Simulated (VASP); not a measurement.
A run of VASP 6.6.1 is set up as follows.

File INCAR:

```
SYSTEM = CaSe
ALGO = Normal
EDIFF = 1E-6
ENCUT = 520
GGA = PE
ISIF = 2
ISMEAR = -1
LASPH = .True.
LCHARG = .True.
LELF = .True.
LREAL = .False.
LVHAR = .True.
LWAVE = .False.
NBANDS = 15
NELM = 80
PREC = Accurate
SIGMA = 0.02
```

The input KPOINTS:

```
k-points
0
Gamma
  8 8 8
  0 0 0
```

POSCAR

```
CaSe
1.0
    3.6807356469     -0.1321537330     -0.1321537330
   -0.1321537330      3.6807356469     -0.1321537330
   -0.1321537330     -0.1321537330      3.6807356469
Ca Se
1 1
Direct
    0.0000000000      0.0000000000      0.0000000000
    0.5000000000      0.5000000000      0.5000000000
```

Potentials or basis: VASP PAW PBE potentials, release 64 (Ca_sv, Se).

Command:

```sh
$ cat potpaw_PBE.64/Ca_sv/POTCAR potpaw_PBE.64/Se/POTCAR > POTCAR
$ mpirun -np 1 vasp_std > vasp.out
```

(1) Predict the pressure.

(2) Predict the band gap on the k mesh.

Answers

(1) -0.2 GPa.

(2) 0.92 eV.

Caveat: the cell differs from its parent crystal (epitaxial 111 strain +4.9%).
